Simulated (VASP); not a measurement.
Wanted: the native input for a VASP 6.6.1 run.

```yaml
Task: single point
Functional: PBE
Potentials_or_basis: VASP PAW PBE potentials, release 64 (Ag)
Cutoff: 520 eV
k_mesh: 16 × 16 × 16
Occupations: fermi-dirac, width 0.1 eV
Spin: no spin polarisation
Dipole_correction: no
Further_INCAR_settings: ALGO = Normal; EDIFF = 1e-07; NBANDS = 12
```

The structure of Ag lies in POSCAR:

```
Ag
1.0
    0.0000000000      1.7493933460      1.7493933460
    1.7493933460      0.0000000000      1.7493933460
    1.7493933460      1.7493933460      0.0000000000
Ag
1
Direct
    0.0000000000      0.0000000000      0.0000000000
```

This cell differs from its parent crystal: volume scaled by 0.6.

The input as run:

INCAR

```
SYSTEM = Ag
  PREC = Accurate
  ENCUT = 520
  EDIFF = 1E-7
  ISMEAR = -1
  SIGMA = 0.1
  LREAL = .False.
  LASPH = .True.
  NELM = 60
  ALGO = Normal
  ISIF = 2
  LWAVE = .False.
  LCHARG = .False.
  GGA = PE
  NBANDS = 12
```

KPOINTS

```
Automatic mesh
0
Gamma
  16 16 16
  0 0 0
```

Potentials or basis: VASP PAW PBE potentials, release 64 (Ag).

Launch:

```console
$ cat potpaw_PBE.64/Ag/POTCAR > POTCAR
$ mpirun -np 1 vasp_std > vasp.out
```

Results of the run:

* Pressure: 195.2 GPa

Run time: 14 s on 1 thread of AMD EPYC 9R14 (Zen 4), with other jobs on the host, peak memory 0.1 GiB.
